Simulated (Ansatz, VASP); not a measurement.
## One calculation of W, two programs

```xyz
1
Lattice="-1.5973 1.6272 1.6272 1.5973 -1.5674 1.5674 1.5973 1.5674 -1.5674" Properties=species:S:1:pos:R:3 pbc="T T T"
W     0.0000    0.0000    0.0000
```

Change from the starting cell: strain +0.0375 x Voigt [0, 0, 0, 1, 0, 0], atoms carried along.

Alike in both runs: task single point; functional PBE; k mesh 20 × 20 × 20; occupations gaussian, width 0.15 eV; no spin polarisation.

|  | VASP | Ansatz |
| --- | --- | --- |
| version | VASP 6.6.1 | Ansatz 0.2.0 |
| potentials or method | VASP PAW PBE potentials, release 64 (W_sv), cutoff 520 eV | scalar-relativistic, plane waves, PAW |
| valence electrons in the cell | 14 | 14 |

|  | VASP | Ansatz | Ansatz less VASP |
| --- | --- | --- | --- |
| gap on the k mesh at the Fermi level (eV) | none | none | - |
| pressure (GPa) | -2.3 | -2.7 | -0.43 |
| traceless stress, the component that is largest in VASP (GPa) | -5.41 | -5.33 | +0.078 |

A gap of «none» marks a metal or a gap that the smearing closes.

Neither program's run includes spin-orbit coupling.
